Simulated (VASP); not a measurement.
Wanted: the native input for a VASP 6.6.1 run.

```
Task                   : single point
Functional             : PBE
Potentials or basis    : VASP PAW PBE potentials, release 64 (Al, N)
Cutoff                 : 600 eV
k mesh                 : 6 × 6 × 4
Occupations            : gaussian, width 0.01 eV
Spin                   : no spin polarisation
Dipole correction      : no
Further INCAR settings : ALGO = Normal; EDIFF = 1e-06; NBANDS = 16
```

The structure of AlN lies in POSCAR:

```
AlN
1.0
    2.8328531113      0.0000000000      0.0000000000
   -1.4164265556      2.4533227596      0.0000000000
    0.0000000000      0.0000000000      4.8410108371
Al N
2 2
Direct
    0.0000000000      0.0000000000      0.0000000000
    0.0000000000      0.0000000000      0.5000000000
    0.3333333333      0.6666666667      0.2500000000
    0.6666666667      0.3333333333      0.7500000000
```

The input as run:

INCAR

```
SYSTEM = AlN
ALGO = Normal
EDIFF = 1E-6
ENCUT = 600
GGA = PE
GGA_COMPAT = .FALSE.
ISIF = 2
ISMEAR = 0
LASPH = .TRUE.
LCHARG = .FALSE.
LREAL = .FALSE.
LWAVE = .FALSE.
NBANDS = 16
NELM = 120
PREC = Accurate
SIGMA = 0.01
```

KPOINTS

```
k-points
0
G
  6 6 4
  0 0 0
```

Potentials or basis: VASP PAW PBE potentials, release 64 (Al, N).

The run is started by

```sh
$ cat potpaw_PBE.64/Al/POTCAR potpaw_PBE.64/N/POTCAR > POTCAR
$ mpirun -np 1 vasp_std > vasp.out
```

It gave:

```json
{"Pressure": "5.8 GPa", "Band gap on the k mesh": "5.00 eV, indirect (least direct gap 5.18 eV)"}
```

Caveat: the k points lie up to 0.43 Å⁻¹ apart.

Run time: 7.5 s on 1 thread of AMD EPYC 9R45 96-Core Processor (Zen 5), with other jobs on the host, peak memory 0.12 GiB.
